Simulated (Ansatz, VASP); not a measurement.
# Two plane-wave programs on MgI2

```
Mg I
1.0
     4.21061    0.00000    0.00000
    -2.10530    3.64649    0.00000
     0.00000    0.00000    6.67777
Mg I
1 2
Direct
  0.00000 0.00000 0.00000
  0.33333 0.66667 0.75763
  0.66667 0.33333 0.24237
```

Alike in both runs: task single point; functional PBE; dispersion D3(BJ); k mesh 9 × 9 × 4; occupations gaussian, width 0.05 eV; no spin polarisation.

```csv
,VASP,Ansatz
version,VASP 6.6.1,Ansatz 0.2.0
potentials or method,"VASP PAW PBE potentials, release 64 (Mg, I), cutoff 520 eV","scalar-relativistic, plane waves, PAW"
valence electrons in the cell,16,44
```

```csv
,VASP,Ansatz,Ansatz less VASP
gap on the k mesh at the Fermi level (eV),3.30,3.31,+0.019
least direct gap on the mesh (eV),3.42,3.44,+0.018
pressure (GPa),-0.3,-0.3,+0.06
"traceless stress, the component that is largest in VASP (GPa)",1.03,1.02,-0.007
rms of the force components (eV/Å),0.060,0.065,+0.0046
```

Atom by atom the forces differ by 0.005 eV/Å (rms over components). VASP's potentials hold 16 valence electrons a cell and Ansatz's 44, so a difference there can come from the potentials and not from the codes.

Neither program's run includes spin-orbit coupling.
